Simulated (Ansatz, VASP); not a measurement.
SnO2 in VASP and in Ansatz

The input INCAR:

```
SYSTEM = SnO2
PREC = Accurate
ENCUT = 520
EDIFF = 1E-6
ISMEAR = -1
SIGMA = 0.05
LREAL = .False.
LASPH = .True.
NELM = 100
ALGO = Normal
ISIF = 2
LWAVE = .False.
LCHARG = .False.
GGA = CA
NBANDS = 64
```

The input KPOINTS:

```
Automatic mesh
0
Gamma
  5 5 5
  0 0 0
```

Contents of POSCAR:

```
SnO2
1.0
    5.1752560000      0.0000000000      0.0000000000
    0.0000000000      5.1752560000      0.0000000000
    0.0000000000      0.0000000000      5.1752560000
Sn O
4 8
Direct
    0.0000000000      0.0000000000      0.0000000000
    0.5000000000      0.0000000000      0.5000000000
    0.5000000000      0.5000000000      0.0000000000
    0.0000000000      0.5000000000      0.5000000000
    0.6610980000      0.8389020000      0.1610980000
    0.8389020000      0.1610980000      0.6610980000
    0.1610980000      0.6610980000      0.8389020000
    0.3389020000      0.3389020000      0.3389020000
    0.6610980000      0.6610980000      0.6610980000
    0.8389020000      0.3389020000      0.1610980000
    0.1610980000      0.8389020000      0.3389020000
    0.3389020000      0.1610980000      0.8389020000
```

Contents of input.yaml:

```yaml
crystal:
  lattice:
    - [5.175256, 0.0, 0.0]
    - [0.0, 5.175256, 0.0]
    - [0.0, 0.0, 5.175256]
  atoms:
    - { symbol: Sn, position: [0.0, 0.0, 0.0] }
    - { symbol: Sn, position: [0.5, 0.0, 0.5] }
    - { symbol: Sn, position: [0.5, 0.5, 0.0] }
    - { symbol: Sn, position: [0.0, 0.5, 0.5] }
    - { symbol: O, position: [0.661098, 0.838902, 0.161098] }
    - { symbol: O, position: [0.838902, 0.161098, 0.661098] }
    - { symbol: O, position: [0.161098, 0.661098, 0.838902] }
    - { symbol: O, position: [0.338902, 0.338902, 0.338902] }
    - { symbol: O, position: [0.661098, 0.661098, 0.661098] }
    - { symbol: O, position: [0.838902, 0.338902, 0.161098] }
    - { symbol: O, position: [0.161098, 0.838902, 0.338902] }
    - { symbol: O, position: [0.338902, 0.161098, 0.838902] }
hamiltonian:
  xc: lda
  pseudopotentials: { kind: paw }
kpoints:
  mp_grid: { grid: [5, 5, 5] }
  band_path:
    path:
      - [[0.0, 0.0, 0.0], [0.0, 0.5, 0.0], [0.5, 0.5, 0.0], [0.0, 0.0, 0.0], [0.5, 0.5, 0.5], [0.0, 0.5, 0.0]]
      - [[0.5, 0.5, 0.0], [0.5, 0.5, 0.5]]
    npoints: 10
scf:
  occupations: { method: fermi_dirac, width: 0.05 }
  n_extra_bands: 30
output:
  forces: true
  stress: true
  eigenvalues: true
  fatbands: true
```

Alike in both runs: functional LDA; k mesh 5 × 5 × 5; occupations fermi-dirac, width 0.05 eV; no spin polarisation.

```csv
,VASP,Ansatz
version,VASP 6.6.1,Ansatz 0.2.0
potentials or method,"VASP PAW LDA potentials, release 64 (Sn_d, O)",Ansatz PAW
plane-wave cutoff (eV),520,420
valence electrons in the cell,104,104
task,single point,band structure
```

```tsv
	VASP	Ansatz	Ansatz less VASP
gap on the k mesh at the Fermi level (eV)	0.50	0.47	-0.028
least direct gap on the mesh (eV)	0.56	0.53	-0.029
pressure (GPa)	-11.7	-12.5	-0.81
rms of the force components (eV/Å)	0.019	0.019	+0.0004
```

LDA's correlation is that of Perdew and Zunger in VASP and of Perdew and Wang (1992) in Ansatz. Atom by atom the forces differ by 0.000 eV/Å (rms over components).

Noted on Ansatz's run: Pulay correction over one GPa.
